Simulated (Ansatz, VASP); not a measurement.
# Two plane-wave programs on Mn

```xyz
3
Lattice="4.0493 0.0000 0.0000 -2.0247 3.5068 0.0000 0.0000 0.0000 2.4822" Properties=species:S:1:pos:R:3 pbc="T T T"
Mn    0.0000    0.0000    0.0000
Mn    0.0000    2.3379    1.2411
Mn    2.0247    1.1689    1.2411
```

Alike in both runs: task relaxation of cell and atoms; functional LDA; k mesh 9 × 9 × 13; occupations fermi-dirac, width 0.1 eV; no spin polarisation.

|  | VASP | Ansatz |
| --- | --- | --- |
| version | VASP 6.6.1 | Ansatz 0.2.0 |
| potentials or method | VASP PAW LDA potentials, release 64 (Mn_pv), cutoff 600 eV | plane waves (420 eV) with PAW, scalar-relativistic |
| valence electrons in the cell | 39 | 45 |

Ansatz gave:

| Item | Value |
| --- | --- |
| relaxed volume (Å³/atom) | 10.11 |
| relaxed cell length with the largest relative difference (Å) | 3.818 |

**Question.** Which values does VASP return?

**Answer.** Relaxed volume (Å³/atom): 10.13; relaxed cell length with the largest relative difference (Å): 3.821.

Ansatz warns that its potentials were made for another functional, while VASP's fit it. LDA's correlation is that of Perdew and Zunger in VASP and of Perdew and Wang (1992) in Ansatz. VASP's potentials hold 39 valence electrons a cell and Ansatz's 45, so a difference there can come from the potentials and not from the codes.

Noted on VASP's run: too few bands were computed for a metal, which touches its energy and stress.
